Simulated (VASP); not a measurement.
# Ge (Fm-3m) in VASP: a series of runs, part 2 of 2

VASP 6.6.1.

## (3) Single point, PBE

Contents of INCAR:

```
  ALGO = Normal
  EDIFF = 1E-6
  ENCUT = 500
  GGA = PE
  GGA_COMPAT = False
  ISIF = 2
  ISMEAR = 0
  LASPH = True
  LCHARG = False
  LREAL = False
  LWAVE = False
  NBANDS = 13
  NELM = 120
  PREC = Accurate
  SIGMA = 0.1
```

Contents of KPOINTS:

```
k-points
0
Gamma
  4 4 4
```

Contents of POSCAR:

```
Ge
1.0
    0.0000000000      2.0983605250      2.0983605250
    2.0983605250      0.0000000000      2.0983605250
    2.0983605250      2.0983605250      0.0000000000
Ge
1
Direct
    0.0000000000      0.0000000000      0.0000000000
```

Potentials or basis: VASP PAW PBE potentials, release 64 (Ge_d).

The run is started by

```console
$ cat potpaw_PBE.64/Ge_d/POTCAR > POTCAR
$ mpirun -np 1 vasp_std > vasp.out
```

OUTCAR:

```text
EDIFF = 1E-6
   ENCUT = 500
   GGA = PE
   ISIF = 2
   ISMEAR = 0
   LASPH = True
   LREAL = False
   NELM = 120
   PREC = Accurate

 ion  position               nearest neighbor table
   1  0.000  0.000  0.000-

  LATTYP: Found a face centered cubic cell.
 ALAT       =     4.1967210500

  Lattice vectors:

 A1 = (   0.0000000000,   2.0983605250,   2.0983605250)
 A2 = (   2.0983605250,   0.0000000000,   2.0983605250)
 A3 = (   2.0983605250,   2.0983605250,   0.0000000000)

Analysis of symmetry for initial positions (statically):
=====================================================================
 Subroutine PRICEL returns:
 Original cell was already a primitive cell.

 Routine SETGRP: Setting up the symmetry group for a
 face centered cubic supercell.

 Subroutine GETGRP returns: Found 48 space group operations
[... 9 lines left out ...]

 Routine SETGRP: Setting up the symmetry group for a
 face centered cubic supercell.

 Subroutine GETGRP returns: Found 48 space group operations
[... 11 lines left out ...]
                                     Primitive cell

  volume of cell :      18.4787

  direct lattice vectors                    reciprocal lattice vectors
     0.000000000  2.098360525  2.098360525    -0.238281265  0.238281265  0.238281265
     2.098360525  0.000000000  2.098360525     0.238281265 -0.238281265  0.238281265
     2.098360525  2.098360525  0.000000000     0.238281265  0.238281265 -0.238281265

  length of vectors
     2.967529913  2.967529913  2.967529913     0.412715257  0.412715257  0.412715257

  position of ions in fractional coordinates (direct lattice)
     0.000000000  0.000000000  0.000000000

  ion indices of the primitive-cell ions
   primitive index   ion index
                 1           1

----------------------------------------------------------------------------------------

 KPOINTS: k-points

Automatic generation of k-mesh.
 Grid dimensions read from file:
 generate k-points for:    4    4    4

 Generating k-lattice:

  Cartesian coordinates                     Fractional coordinates (reciprocal lattice)
    -0.059570316  0.059570316  0.059570316     0.250000000  0.000000000  0.000000000
     0.059570316 -0.059570316  0.059570316     0.000000000  0.250000000  0.000000000
     0.059570316  0.059570316 -0.059570316     0.000000000  0.000000000  0.250000000

  Length of vectors
     0.103178814  0.103178814  0.103178814

  Shift w.r.t. Gamma in fractional coordinates (k-lattice)
     0.000000000  0.000000000  0.000000000

 Subroutine IBZKPT returns following result:
 ===========================================

 Found      8 irreducible k-points:

 Following reciprocal coordinates:
            Coordinates               Weight
  0.000000  0.000000  0.000000      1.000000
  0.250000  0.000000  0.000000      8.000000
  0.500000  0.000000  0.000000      4.000000
  0.250000  0.250000  0.000000      6.000000
  0.500000  0.250000  0.000000     24.000000
 -0.250000  0.250000  0.000000     12.000000
  0.500000  0.500000  0.000000      3.000000
 -0.250000  0.500000  0.250000      6.000000
   k-points           NKPTS =      8   k-points in BZ     NKDIM =      8   number of bands    NBANDS=     13
   number of dos      NEDOS =    301   number of ions     NIONS =      1
   total plane-waves  NPLWV =  13824
   dimension x,y,z NGX =    24 NGY =   24 NGZ =   24
   dimension x,y,z NGXF=    48 NGYF=   48 NGZF=   48
   ions per type =               1
   NGX,Y,Z   is equivalent  to a cutoff of  13.45, 13.45, 13.45 a.u.
   NGXF,Y,Z  is equivalent  to a cutoff of  26.89, 26.89, 26.89 a.u.
 SYSTEM =  unknown system
   PREC   = accura    normal or accurate (medium, high low for compatibility)
   ISTART =      0    job   : 0-new  1-cont  2-samecut
   ICHARG =      2    charge: 1-file 2-atom 10-const
   ISPIN  =      1    spin polarized calculation?
   LNONCOLLINEAR =      F non collinear calculations
   LSORBIT =      F    spin-orbit coupling
   LASPH  =      T    aspherical Exc in radial PAW
   ENCUT  =  500.0 eV  36.75 Ry    6.06 a.u.   5.41  5.41  5.41*2*pi/ulx,y,z
   NELM   =    120;   NELMIN=  2; NELMDL= -5     # of ELM steps
   EDIFF  = 0.1E-05   stopping-criterion for ELM
   LREAL  =      F    real-space projection
   EDIFFG = 0.1E-04   stopping-criterion for IOM
   NSW    =      0    number of steps for IOM
   IBRION =     -1    ionic relax: 0-MD 1-quasi-New 2-CG
   NFREE  =      0    steps in history (QN), initial steepest desc. (CG)
   ISIF   =      2    stress and relaxation
   ISYM   =      2    0-nonsym 1-usesym 2-fastsym
   POTIM  = 0.5000    time-step for ionic-motion
   TEBEG  =    0.0;   TEEND  =   0.0 temperature during run
   PSTRESS=    0.0 pullay stress
   NELECT =      14.0000    total number of electrons
   NUPDOWN=      -1.0000    fix difference up-down
   EMIN   =  10.00;   EMAX   =-10.00  energy-range for DOS
   EFERMI =   0.00;   METHOD = LEGACY
   ISMEAR =     0;   SIGMA  =   0.10  broadening in eV -4-tet -1-fermi 0-gaus
   EFERMI_NEDOS =   21; number of points for ismear=-14 and -15
   IALGO  =     38    algorithm
   IMIX   =      4    mixing-type and parameters
     AMIX     =   0.40;   BMIX     =  1.00
     AMIX_MAG =   1.60;   BMIX_MAG =  1.00
  volume/ion in A,a.u.               =      18.48       124.70
  Fermi-wavevector in a.u.,A,eV,Ry     =   1.492430  2.820284 30.304914  2.227348
  Thomas-Fermi vector in A             =   2.604959
   LORBIT       =      0    0 simple, 1 ext, 2 COOP (PROOUT), +10 PAW based schemes
   GGA     = PE    functional components
   LHFCALC =     F    Hartree Fock is set to
   AEXX    =    0.0000 exact exchange contribution
   IVDW    =     0    specifies the selected vdW correction
   LEPSILON=     F    determine dielectric tensor
   LRPA    =     F    only Hartree local field effects (RPA)
 non-spin polarized calculation
 Gauss-broadening in eV      SIGMA  =   0.10
  energy-cutoff  :      500.00
  volume of cell :       18.48
 maximum number of plane-waves:       483
 NGX is ok and might be reduce to    24

 number of electron      13.9999991 magnetization

 Free energy of the ion-electron system (eV)
  ---------------------------------------------------
  ext. energy  EPLUGINS =         0.00000000
  ---------------------------------------------------
  free energy    TOTEN  =        -4.02560901 eV

  energy without entropy =       -4.01718255  energy(sigma->0) =       -4.02139578

 E-fermi :   6.9878     XC(G=0): -11.4123

 val. band max:        6.6608061930   @ k =  -0.2500   0.5000   0.2500
 cond. band min:       7.0354553767   @ k =  -0.2500   0.2500   0.0000
 fundamental gap:      0.3746491837
 Fermi energy:         6.9877619586

 k-point     1 :       0.0000    0.0000    0.0000
  band No.  band energies     occupation
      1     -17.7455      2.00000
      2     -17.7455      2.00000
      3     -17.7455      2.00000
      4     -17.6891      2.00000
      5     -17.6891      2.00000
      6      -6.3384      2.00000
      7      16.2123      0.00000
      8      16.2123      0.00000
      9      16.2123      0.00000
     10      21.2323      0.00000
     11      21.2323      0.00000
     12      21.2323      0.00000
     13      22.1979      0.00000

 k-point     2 :       0.2500    0.0000    0.0000
  band No.  band energies     occupation
      1     -17.7463      2.00000
      2     -17.7309      2.00000
      3     -17.7309      2.00000
      4     -17.6767      2.00000
      5     -17.6767      2.00000
      6      -4.7544      2.00000
      7       8.2612      0.00000
      8      14.8105      0.00000
      9      14.8105      0.00000
     10      19.3615      0.00000
     11      21.8724      0.00000
     12      21.8724      0.00000
     13      23.6490      0.00000
[... 65 lines left out ...]
 k-point     7 :       0.5000    0.5000    0.0000
  band No.  band energies     occupation
      1     -17.8076      2.00000
      2     -17.7671      2.00000
      3     -17.6429      2.00000
      4     -17.6296      2.00000
      5     -17.6296      2.00000
      6       1.4722      2.00000
      7       2.6416      2.00000
      8       9.7087      0.00000
      9       9.7087      0.00000
     10      13.5293      0.00000
     11      13.7573      0.00000
     12      35.5997      0.00000
     13      35.6098      0.00000

 k-point     8 :      -0.2500    0.5000    0.2500
  band No.  band energies     occupation
      1     -17.7356      2.00000
      2     -17.7212      2.00000
      3     -17.7212      2.00000
      4     -17.6706      2.00000
      5     -17.6295      2.00000
      6       2.0556      2.00000
      7       4.8604      2.00000
      8       4.8604      2.00000
      9       6.6608      2.00000
     10      20.4189      0.00000
     11      22.5637      0.00000
     12      22.5637      0.00000
     13      24.3896      0.00000

------------------------ aborting loop because EDIFF is reached ----------------------------------------

  FORCE on cell =-STRESS in cart. coord.  units (eV):
  Direction    XX          YY          ZZ          XY          YZ          ZX
  --------------------------------------------------------------------------------------
  -------------------------------------------------------------------------------------
  Total        0.5025014      0.5025014      0.5025014     -0.0000000      0.0000000      0.0000000
  in kB       43.5689950     43.5689950     43.5689950     -0.0000000      0.0000000      0.0000000
  external PRESSURE =      43.5689950 kB  Pullay stress =       0.0000000 kB

 VOLUME and BASIS-vectors are now :
 -----------------------------------------------------------------------------
  energy-cutoff  :      500.00
  volume of cell :       18.48
      direct lattice vectors                 reciprocal lattice vectors
     0.000000000  2.098360525  2.098360525    -0.238281265  0.238281265  0.238281265
     2.098360525  0.000000000  2.098360525     0.238281265 -0.238281265  0.238281265
     2.098360525  2.098360525  0.000000000     0.238281265  0.238281265 -0.238281265

 POSITION                                       TOTAL-FORCE (eV/Angst)
 -----------------------------------------------------------------------------------
      0.00000      0.00000      0.00000         0.000000      0.000000      0.000000
 -----------------------------------------------------------------------------------
    total drift:                               -0.000000      0.000000      0.000000

  FREE ENERGIE OF THE ION-ELECTRON SYSTEM (eV)
  ---------------------------------------------------
  free  energy   TOTEN  =        -4.0256090109 eV

  energy  without entropy=       -4.0171825497  energy(sigma->0) =       -4.02139578
```

OSZICAR:

```text
N       E                     dE             d eps       ncg     rms          rms(c)
DAV:   1     0.645884970699E+02    0.64588E+02   -0.68976E+03   226   0.294E+03
DAV:   2     0.194550536573E+01   -0.62643E+02   -0.59153E+02   208   0.426E+02
DAV:   3    -0.397215402752E+01   -0.59177E+01   -0.57844E+01   253   0.726E+01
DAV:   4    -0.404123845753E+01   -0.69084E-01   -0.69075E-01   223   0.850E+00
DAV:   5    -0.404185684694E+01   -0.61839E-03   -0.61839E-03   253   0.885E-01    0.112E+00
DAV:   6    -0.403081480491E+01    0.11042E-01   -0.67337E-03   258   0.169E+00    0.620E-01
DAV:   7    -0.402578058177E+01    0.50342E-02   -0.50662E-03   248   0.106E+00    0.509E-02
DAV:   8    -0.402560374826E+01    0.17683E-03   -0.34233E-04   263   0.429E-01    0.205E-02
DAV:   9    -0.402560801374E+01   -0.42655E-05   -0.72181E-06   253   0.311E-02    0.627E-03
DAV:  10    -0.402560912137E+01   -0.11076E-05   -0.36999E-07   129   0.129E-02    0.212E-04
DAV:  11    -0.402560901088E+01    0.11049E-06   -0.19796E-08   119   0.271E-03
   1 F= -.40256090E+01 E0= -.40213958E+01  d E =-.842646E-02
```

stdout:

```text
POSCAR found type information on POSCAR Ge
 POSCAR found :  1 types and       1 ions
 scaLAPACK will be used
 LDA part: xc-table for (Slater+PW92), standard interpolation
 POSCAR, INCAR and KPOINTS ok, starting setup
 FFT: planning ... GRIDC
 FFT: planning ... GRID_SOFT
 FFT: planning ... GRID
 WAVECAR not read
 entering main loop
```

It took 4.9 s on 1 thread of Intel Xeon 8259CL, shared host; peak memory 0.13 GiB.

What came out:

* Free energy: -4.0256 eV
* Pressure: 4.4 GPa
* Band gap on the k mesh: zero (band 7 reaches 16.21 eV, above the bottom of band 8 at 4.86 eV)

Caveat: the k points lie up to 0.65 Å⁻¹ apart.

## (4) Single point, PBE

Contents of INCAR:

```
SYSTEM = Ge
ALGO = Normal ; EDIFF = 1E-6
ENCUT = 500 ; GGA = PE
GGA_COMPAT = .FALSE. ; ISIF = 2
ISMEAR = 0 ; LASPH = .TRUE.
LCHARG = .FALSE. ; LREAL = .FALSE.
LWAVE = .FALSE. ; NBANDS = 13
NELM = 120 ; PREC = Accurate
SIGMA = 0.1
```

Contents of KPOINTS:

```
k-points
0
G
  6 6 6
  0 0 0
```

POSCAR is that of step 3.

The run is started by

```console
$ cat potpaw_PBE.64/Ge_d/POTCAR > POTCAR
$ mpirun -np 1 vasp_std > vasp.out
```

Run time: 6.4 s. Hardware: 1 thread of Intel Xeon 8259CL, shared host; peak memory 0.13 GiB.

Results (log left out):

```
Free energy            : -4.0050 eV
Pressure               : 6.3 GPa
Band gap on the k mesh : zero (band 7 reaches 16.24 eV, above the bottom of band 8 at 4.65 eV)
```

Levels at points of the mesh, in eV from the Fermi level:
```csv
k point,band 4,band 5,band 6,band 7,band 8,band 9,band 10,band 11
"(0.00, 0.00, 0.00)",-24.74,-24.74,-13.44,9.12,9.12,9.12,14.12,14.12
"(0.50, 0.00, 0.00)",-24.69,-24.69,-8.01,-5.76,6.98,6.98,12.33,12.76
"(0.50, 0.50, 0.00)",-24.68,-24.68,-5.62,-4.47,2.61,2.61,6.42,6.65
```

Caveat: the k points lie up to 0.43 Å⁻¹ apart.

## (5) Single point, r2SCAN

Changes to POSCAR since step 4:

```diff
@@ -8,2 +8,2 @@
 Direct
-    0.0000000000      0.0000000000      0.0000000000
+   -0.0799761738      0.0668628093     -0.0000557410
```

Contents of INCAR.step1:

```
SYSTEM = Ge
ALGO = Normal
EDIFF = 1E-5
ENCUT = 550
GGA = PE
GGA_COMPAT = .FALSE.
ISMEAR = 0
ISYM = 0
LASPH = .TRUE.
LCHARG = .FALSE.
LREAL = .FALSE.
LWAVE = .TRUE.
NBANDS = 13
NELM = 120
PREC = Accurate
SIGMA = 0.1
```

Contents of INCAR.step2:

```
SYSTEM = Ge
ALGO = Normal
EDIFF = 1E-6
ENCUT = 550
GGA_COMPAT = .FALSE.
ISIF = 2
ISMEAR = 0
ISTART = 1
ISYM = 0
LASPH = .TRUE.
LCHARG = .FALSE.
LMIXTAU = .TRUE.
LREAL = .FALSE.
LWAVE = .FALSE.
METAGGA = R2SCAN
NBANDS = 13
NELM = 120
PREC = Accurate
SIGMA = 0.1
```

Contents of KPOINTS:

```
k-points
0
G
  1 1 9
  0 0 0
```

The run is started by

```console
$ cat potpaw_PBE.64/Ge_d/POTCAR > POTCAR
$ cp INCAR.step1 INCAR
$ mpirun -np 1 vasp_std > vasp.out
$ cp INCAR.step2 INCAR
$ mpirun -np 1 vasp_std > vasp.out
```

Run time: 28 s. Hardware: 1 thread of Intel Xeon 8259CL, shared host; peak memory 0.14 GiB.

The run converged, but its numbers aren't listed here, since they failed a check.

Caveat: the k points lie up to 2.59 Å⁻¹ apart; the PAW data sets were made with another functional, which shifts forces and pressure a little.

## (6) Single point, PBE

Contents of INCAR:

```
PREC = Accurate
ENCUT = 500
EDIFF = 1E-6
ISMEAR = 0
SIGMA = 0.1
LREAL = F
LASPH = T
NELM = 120
ALGO = Normal
ISIF = 2
LWAVE = F
LCHARG = T
GGA = PE
LELF = T
LVHAR = T
NBANDS = 13
ISYM = 0
GGA_COMPAT = F
```

Contents of KPOINTS:

```
Automatic mesh
0
Gamma
  1 8 6
  0.5 0.5 0
```

Changes to POSCAR since step 5:

```diff
@@ -8,2 +8,2 @@
 Direct
-   -0.0799761738      0.0668628093     -0.0000557410
+    0.1191406324     -0.1191406324      0.1191406324
```

Potentials or basis: VASP PAW PBE potentials, release 64 (Ge_d).

The run is started by

```console
$ cat potpaw_PBE.64/Ge_d/POTCAR > POTCAR
$ mpirun -np 1 vasp_std > vasp.out
```

Run time: 10 s. Hardware: 1 thread of Intel Xeon 8259CL, shared host; peak memory 0.13 GiB.

The run converged, but its numbers aren't listed here, since they failed a check.

Caveat: the k points lie up to 2.59 Å⁻¹ apart.

## (7) Overview

```tsv
level	k mesh	smearing	gap on the mesh (eV)	pressure (GPa)
PBE+D3(BJ)	4 × 4 × 4	tetrahedron	none	3.1
PBE	4 × 4 × 4	gaussian 0.1 eV	none	4.4
PBE	6 × 6 × 6	gaussian 0.1 eV	none	6.3
```

Alike in all rows: task single point; potentials or basis VASP PAW PBE potentials, release 64 (Ge_d); no spin polarisation; cell as given; cutoff (eV) 500.

Caveats: all runs use coarse meshes; three body term missing (some runs); pairwise dispersion overbinds metals, which lowers pressure and volume (some runs).

Absolute energies hang on the potentials; compare differences alone.
